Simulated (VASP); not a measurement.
Here is a VASP 6.6.1 calculation.

The input INCAR:

```
  ALGO = Normal
  EDIFF = 1E-7
  EDIFFG = -0.08
  ENCUT = 500
  GGA = PE
  GGA_COMPAT = F
  IBRION = 2
  ISIF = 3
  ISMEAR = 0
  LASPH = T
  LCHARG = F
  LMAXMIX = 6
  LREAL = F
  LWAVE = F
  NELM = 200
  NELMIN = 4
  NSW = 36
  PREC = Accurate
  SIGMA = 0.2
```

File KPOINTS:

```
k-points
0
Gamma
  5 5 5
```

POSCAR

```
NdMo
1.0
    2.3236133100      1.3415387700      5.1316409200
   -2.3236133100      1.3415387700      5.1316409200
    0.0000000000     -2.6830775400      5.1316409200
Nd Mo
2 2
Direct
    0.1514934400      0.1514934400      0.1514934400
    0.8485065600      0.8485065600      0.8485065600
    0.6836178800      0.6836178800      0.6836178800
    0.3163821200      0.3163821200      0.3163821200
```

Potentials or basis: VASP PAW PBE potentials, release 64 (Nd_3, Mo_sv), 4f in core.

Command:

```console
$ cat potpaw_PBE.64/Nd_3/POTCAR potpaw_PBE.64/Mo_sv/POTCAR > POTCAR
$ mpirun -np 1 vasp_std > vasp.out
```

(1) Estimate the relaxed cell.

(2) Predict the relaxed volume.

Answers

(1) a = 7.406 Å, b = 7.406 Å, c = 7.406 Å, α = 33.62°, β = 33.62°, γ = 33.62°.

(2) 27.73 Å³/atom.

Caveat: the volume moved by over 15 % at a fixed basis, so the end points are rough.
